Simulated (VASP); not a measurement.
# BiTe3 (Pm-3m) in VASP: notebook

Runs on BiTe3. Level: r2SCAN. Tasks: single point, relaxation of cell and atoms.

Program: VASP 6.6.1. These are calculated values, not measurements. Logs are shortened: lines on timing, memory, paths and dates and some standing lists are left out, and cuts for length are marked.

## Step 1: The cell of the first run

It takes space group Pm-3m (No. 221, cubic). Conventional cell: a = 4.912 Å, b = 4.912 Å, c = 4.912 Å, α = 90.00°, β = 90.00°, γ = 90.00°. Bi (site symmetry m-3m) has 12 Te at 3.47 Å within 4.6 Å. Within 4.6 Å of Te (site symmetry 4/mmm) lie 4 Bi at 3.47 Å and 8 Te at 3.47 Å.

## Step 2: Single point, r2SCAN

File POSCAR:

```
BiTe3
1.0
    4.9122250980      0.0000000000      0.0000000000
    0.0000000000      4.9122250980      0.0000000000
    0.0000000000      0.0000000000      4.9122250980
Bi Te
1 3
Direct
    0.0000000000      0.0000000000      0.0000000000
    0.0000000000      0.5000000000      0.5000000000
    0.5000000000      0.0000000000      0.5000000000
    0.5000000000      0.5000000000      0.0000000000
```

File INCAR.step1:

```
SYSTEM = BiTe3
  PREC = Accurate
  ENCUT = 520
  ISMEAR = 0
  SIGMA = 0.1
  LREAL = .FALSE.
  LASPH = .TRUE.
  NELM = 80
  NBANDS = 24
  GGA = PE
  ALGO = Normal
  EDIFF = 1E-4
  LWAVE = .TRUE.
  LCHARG = .FALSE.
```

File INCAR.step2:

```
SYSTEM = BiTe3
  PREC = Accurate
  ENCUT = 520
  EDIFF = 1E-7
  ISMEAR = 0
  SIGMA = 0.1
  LREAL = .FALSE.
  LASPH = .TRUE.
  NELM = 80
  ALGO = Normal
  ISIF = 2
  LWAVE = .FALSE.
  LCHARG = .FALSE.
  METAGGA = R2SCAN
  LMIXTAU = .TRUE.
  NBANDS = 24
  ISTART = 1
```

File KPOINTS:

```
regular mesh
0
G
  4 4 4
  0 0 0
```

Potentials or basis: VASP PAW PBE potentials, release 64 (Bi_d, Te).

Command:

```console
$ cat potpaw_PBE.64/Bi_d/POTCAR potpaw_PBE.64/Te/POTCAR > POTCAR
$ cp INCAR.step1 INCAR
$ mpirun -np 1 vasp_std > vasp.out
$ cp INCAR.step2 INCAR
$ mpirun -np 1 vasp_std > vasp.out
```

OUTCAR:

```text
SYSTEM = BiTe3
   PREC = Accurate
   ENCUT = 520
   EDIFF = 1E-7
   ISMEAR = 0
   LREAL = .FALSE.
   LASPH = .TRUE.
   NELM = 80
   ISIF = 2
   METAGGA = R2SCAN
   ISTART = 1

 ion  position               nearest neighbor table
   1  0.000  0.000  0.000-   2 3.47   3 3.47   4 3.47   2 3.47   3 3.47   2 3.47   4 3.47   2 3.47
                             3 3.47   4 3.47   3 3.47   4 3.47
   2  0.000  0.500  0.500-   1 3.47   3 3.47   4 3.47   1 3.47   4 3.47   1 3.47   3 3.47   1 3.47
                             3 3.47   4 3.47   4 3.47   3 3.47
   3  0.500  0.000  0.500-   1 3.47   2 3.47   4 3.47   1 3.47   4 3.47   2 3.47   4 3.47   4 3.47
                             1 3.47   2 3.47   1 3.47   2 3.47
   4  0.500  0.500  0.000-   1 3.47   2 3.47   3 3.47   2 3.47   3 3.47   1 3.47   3 3.47   3 3.47
                             1 3.47   2 3.47   2 3.47   1 3.47

  LATTYP: Found a simple cubic cell.
 ALAT       =     4.9122250980

  Lattice vectors:

 A1 = (   4.9122250980,   0.0000000000,   0.0000000000)
 A2 = (   0.0000000000,   4.9122250980,   0.0000000000)
 A3 = (   0.0000000000,   0.0000000000,   4.9122250980)

Analysis of symmetry for initial positions (statically):
=====================================================================
 Subroutine PRICEL returns:
 Original cell was already a primitive cell.

 Routine SETGRP: Setting up the symmetry group for a
 simple cubic supercell.

 Subroutine GETGRP returns: Found 48 space group operations
 (whereof 48 operations were pure point group operations)
 out of a pool of 48 trial point group operations.

The static configuration has the point symmetry O_h .

Analysis of symmetry for dynamics (positions and initial velocities):
=====================================================================
 Subroutine PRICEL returns:
 Original cell was already a primitive cell.

 Routine SETGRP: Setting up the symmetry group for a
 simple cubic supercell.

 Subroutine GETGRP returns: Found 48 space group operations
 (whereof 48 operations were pure point group operations)
 out of a pool of 48 trial point group operations.

The dynamic configuration has the point symmetry O_h .

 Subroutine INISYM returns: Found 48 space group operations
 (whereof 48 operations are pure point group operations),
 and found     1 'primitive' translations

----------------------------------------------------------------------------------------

                                     Primitive cell

  volume of cell :     118.5318

  direct lattice vectors                    reciprocal lattice vectors
     4.912225098  0.000000000  0.000000000     0.203573733  0.000000000  0.000000000
     0.000000000  4.912225098  0.000000000     0.000000000  0.203573733  0.000000000
     0.000000000  0.000000000  4.912225098     0.000000000  0.000000000  0.203573733

  length of vectors
     4.912225098  4.912225098  4.912225098     0.203573733  0.203573733  0.203573733

  position of ions in fractional coordinates (direct lattice)
     0.000000000  0.000000000  0.000000000
     0.000000000  0.500000000  0.500000000
     0.500000000  0.000000000  0.500000000
     0.500000000  0.500000000  0.000000000

  ion indices of the primitive-cell ions
   primitive index   ion index
                 1           1
                 2           2
                 3           3
                 4           4

----------------------------------------------------------------------------------------

 KPOINTS: regular mesh

Automatic generation of k-mesh.
 Grid dimensions read from file:
 generate k-points for:    4    4    4

 Generating k-lattice:

  Cartesian coordinates                     Fractional coordinates (reciprocal lattice)
     0.050893433  0.000000000  0.000000000     0.250000000  0.000000000  0.000000000
     0.000000000  0.050893433  0.000000000     0.000000000  0.250000000  0.000000000
     0.000000000  0.000000000  0.050893433     0.000000000  0.000000000  0.250000000

  Length of vectors
     0.050893433  0.050893433  0.050893433

  Shift w.r.t. Gamma in fractional coordinates (k-lattice)
     0.000000000  0.000000000  0.000000000

 Subroutine IBZKPT returns following result:
 ===========================================

 Found     10 irreducible k-points:

 Following reciprocal coordinates:
            Coordinates               Weight
  0.000000  0.000000  0.000000      1.000000
  0.250000  0.000000  0.000000      6.000000
  0.500000  0.000000  0.000000      3.000000
  0.250000  0.250000  0.000000     12.000000
  0.500000  0.250000  0.000000     12.000000
  0.500000  0.500000  0.000000      3.000000
  0.250000  0.250000  0.250000      8.000000
  0.500000  0.250000  0.250000     12.000000
  0.500000  0.500000  0.250000      6.000000
  0.500000  0.500000  0.500000      1.000000
   k-points           NKPTS =     10   k-points in BZ     NKDIM =     10   number of bands    NBANDS=     24
   number of dos      NEDOS =    301   number of ions     NIONS =      4
   total plane-waves  NPLWV =  64000
   dimension x,y,z NGX =    40 NGY =   40 NGZ =   40
   dimension x,y,z NGXF=    80 NGYF=   80 NGZF=   80
   ions per type =               1   3
   NGX,Y,Z   is equivalent  to a cutoff of  13.54, 13.54, 13.54 a.u.
   NGXF,Y,Z  is equivalent  to a cutoff of  27.07, 27.07, 27.07 a.u.
 SYSTEM =  BiTe3
   PREC   = accura    normal or accurate (medium, high low for compatibility)
   ISTART =      1    job   : 0-new  1-cont  2-samecut
   ICHARG =      0    charge: 1-file 2-atom 10-const
   ISPIN  =      1    spin polarized calculation?
   LNONCOLLINEAR =      F non collinear calculations
   LSORBIT =      F    spin-orbit coupling
   LASPH  =      T    aspherical Exc in radial PAW
   ENCUT  =  520.0 eV  38.22 Ry    6.18 a.u.   9.13  9.13  9.13*2*pi/ulx,y,z
   NELM   =     80;   NELMIN=  2; NELMDL=  0     # of ELM steps
   EDIFF  = 0.1E-06   stopping-criterion for ELM
   LREAL  =      F    real-space projection
   EDIFFG = 0.1E-05   stopping-criterion for IOM
   NSW    =      0    number of steps for IOM
   IBRION =     -1    ionic relax: 0-MD 1-quasi-New 2-CG
   NFREE  =      0    steps in history (QN), initial steepest desc. (CG)
   ISIF   =      2    stress and relaxation
   ISYM   =      2    0-nonsym 1-usesym 2-fastsym
   POTIM  = 0.5000    time-step for ionic-motion
   TEBEG  =    0.0;   TEEND  =   0.0 temperature during run
   PSTRESS=    0.0 pullay stress
   NELECT =      33.0000    total number of electrons
   NUPDOWN=      -1.0000    fix difference up-down
   EMIN   =  10.00;   EMAX   =-10.00  energy-range for DOS
   EFERMI =   0.00;   METHOD = LEGACY
   ISMEAR =     0;   SIGMA  =   0.10  broadening in eV -4-tet -1-fermi 0-gaus
   EFERMI_NEDOS =   21; number of points for ismear=-14 and -15
   IALGO  =     38    algorithm
   IMIX   =      4    mixing-type and parameters
     AMIX     =   0.40;   BMIX     =  1.00
     AMIX_MAG =   1.60;   BMIX_MAG =  1.00
  volume/ion in A,a.u.               =      29.63       199.97
  Fermi-wavevector in a.u.,A,eV,Ry     =   1.068976  2.020071 15.547504  1.142709
  Thomas-Fermi vector in A             =   2.204641
   LORBIT       =      0    0 simple, 1 ext, 2 COOP (PROOUT), +10 PAW based schemes
   METAGGA = R2SCAN    functional components
   LHFCALC =     F    Hartree Fock is set to
   AEXX    =    0.0000 exact exchange contribution
   IVDW    =     0    specifies the selected vdW correction
   LEPSILON=     F    determine dielectric tensor
   LRPA    =     F    only Hartree local field effects (RPA)
 non-spin polarized calculation
 Gauss-broadening in eV      SIGMA  =   0.10
  energy-cutoff  :      520.00
  volume of cell :      118.53
 maximum number of plane-waves:      3218
 NGX is ok and might be reduce to    40
   NGX = 19   NGY = 19   NGZ = 19

 number of electron      32.9999990 magnetization

 Free energy of the ion-electron system (eV)
  ---------------------------------------------------
  ext. energy  EPLUGINS =         0.00000000
  ---------------------------------------------------
  free energy    TOTEN  =      -132.95351951 eV

  energy without entropy =     -132.92027879  energy(sigma->0) =     -132.93689915

 E-fermi :   7.5337     XC(G=0): -10.6023

 val. band max:        7.5276185717   @ k =   0.5000   0.2500   0.0000
 cond. band min:       7.5426982959   @ k =   0.5000   0.5000   0.2500
 fundamental gap:      0.0150797242
 Fermi energy:         7.5336919325

 k-point     1 :       0.0000    0.0000    0.0000
  band No.  band energies     occupation
      1     -16.5033      2.00000
      2     -16.5033      2.00000
      3     -16.5001      2.00000
      4     -16.5001      2.00000
      5     -16.5001      2.00000
      6      -6.6968      2.00000
[... 16 lines left out ...]
     23      11.9354      0.00000
     24      11.9354      0.00000

 k-point     2 :       0.2500    0.0000    0.0000
  band No.  band energies     occupation
      1     -16.5031      2.00000
      2     -16.5014      2.00000
      3     -16.5010      2.00000
      4     -16.5010      2.00000
      5     -16.5001      2.00000
      6      -6.3277      2.00000
[... 16 lines left out ...]
     23      12.8934      0.00000
     24      13.5673      0.00000

 k-point     3 :       0.5000    0.0000    0.0000
  band No.  band energies     occupation
      1     -16.5028      2.00000
      2     -16.5020      2.00000
      3     -16.5020      2.00000
      4     -16.5000      2.00000
      5     -16.4996      2.00000
      6      -5.2670      2.00000
[... 16 lines left out ...]
     23      14.2666      0.00000
     24      14.4158      0.00000

 k-point     4 :       0.2500    0.2500    0.0000
  band No.  band energies     occupation
      1     -16.5022      2.00000
      2     -16.5020      2.00000
      3     -16.5010      2.00000
      4     -16.5010      2.00000
      5     -16.5003      2.00000
      6      -5.9685      2.00000
[... 16 lines left out ...]
     23      14.1578      0.00000
     24      14.2138      0.00000

 k-point     5 :       0.5000    0.2500    0.0000
  band No.  band energies     occupation
      1     -16.5032      2.00000
      2     -16.5019      2.00000
      3     -16.5016      2.00000
      4     -16.5009      2.00000
      5     -16.4987      2.00000
      6      -4.9436      2.00000
[... 16 lines left out ...]
     23      15.2157      0.00000
     24      15.4286      0.00000

 k-point     6 :       0.5000    0.5000    0.0000
  band No.  band energies     occupation
      1     -16.5044      2.00000
      2     -16.5019      2.00000
      3     -16.5019      2.00000
      4     -16.5008      2.00000
      5     -16.4973      2.00000
      6      -4.0991      2.00000
[... 16 lines left out ...]
     23      14.6988      0.00000
     24      15.2531      0.00000

 k-point     7 :       0.2500    0.2500    0.2500
  band No.  band energies     occupation
      1     -16.5021      2.00000
      2     -16.5020      2.00000
      3     -16.5020      2.00000
      4     -16.5001      2.00000
      5     -16.5001      2.00000
      6      -5.6232      2.00000
[... 16 lines left out ...]
     23      13.4164      0.00000
     24      13.4164      0.00000

 k-point     8 :       0.5000    0.2500    0.2500
  band No.  band energies     occupation
      1     -16.5032      2.00000
      2     -16.5031      2.00000
      3     -16.5020      2.00000
      4     -16.4999      2.00000
      5     -16.4982      2.00000
      6      -4.6523      2.00000
[... 16 lines left out ...]
     23      15.0823      0.00000
     24      15.2595      0.00000

 k-point     9 :       0.5000    0.5000    0.2500
  band No.  band energies     occupation
      1     -16.5043      2.00000
      2     -16.5030      2.00000
      3     -16.5030      2.00000
      4     -16.4989      2.00000
      5     -16.4971      2.00000
      6      -3.9555      2.00000
[... 16 lines left out ...]
     23      15.1736      0.00000
     24      15.7426      0.00000

 k-point    10 :       0.5000    0.5000    0.5000
  band No.  band energies     occupation
      1     -16.5042      2.00000
      2     -16.5042      2.00000
      3     -16.5042      2.00000
      4     -16.4969      2.00000
      5     -16.4969      2.00000
      6      -3.7933      2.00000
[... 16 lines left out ...]
     23      15.1415      0.00000
     24      15.1415      0.00000

------------------------ aborting loop because EDIFF is reached ----------------------------------------

  FORCE on cell =-STRESS in cart. coord.  units (eV):
  Direction    XX          YY          ZZ          XY          YZ          ZX
  --------------------------------------------------------------------------------------
  -------------------------------------------------------------------------------------
  Total       -0.1358406     -0.1358406     -0.1358406     -0.0000000     -0.0000000     -0.0000000
  in kB       -1.8361382     -1.8361382     -1.8361382     -0.0000000     -0.0000000     -0.0000000
  external PRESSURE =      -1.8361382 kB  Pullay stress =       0.0000000 kB

 VOLUME and BASIS-vectors are now :
 -----------------------------------------------------------------------------
  energy-cutoff  :      520.00
  volume of cell :      118.53
      direct lattice vectors                 reciprocal lattice vectors
     4.912225098  0.000000000  0.000000000     0.203573733  0.000000000  0.000000000
     0.000000000  4.912225098  0.000000000     0.000000000  0.203573733  0.000000000
     0.000000000  0.000000000  4.912225098     0.000000000  0.000000000  0.203573733

 POSITION                                       TOTAL-FORCE (eV/Angst)
 -----------------------------------------------------------------------------------
      0.00000      0.00000      0.00000         0.000000      0.000000      0.000000
      0.00000      2.45611      2.45611         0.000000      0.000000      0.000000
      2.45611      0.00000      2.45611         0.000000      0.000000      0.000000
      2.45611      2.45611      0.00000         0.000000      0.000000      0.000000
 -----------------------------------------------------------------------------------
    total drift:                                0.000000     -0.000000     -0.000000

  FREE ENERGIE OF THE ION-ELECTRON SYSTEM (eV)
  ---------------------------------------------------
  free  energy   TOTEN  =      -132.9535195144 eV

  energy  without entropy=     -132.9202787908  energy(sigma->0) =     -132.93689915
```

It took 76 s on 1 thread of Intel Xeon Platinum 8488C (Sapphire Rapids), shared host; peak memory 0.26 GiB.

What came out:

| Item | Value |
| --- | --- |
| Free energy | -132.9535 eV |
| Pressure | -0.2 GPa |

Caveat: the PAW data sets were made with another functional, which shifts forces and pressure a little; spin-orbit coupling is left out, which moves the levels of the heavy elements.

(Part 1 of 2 ends here.)
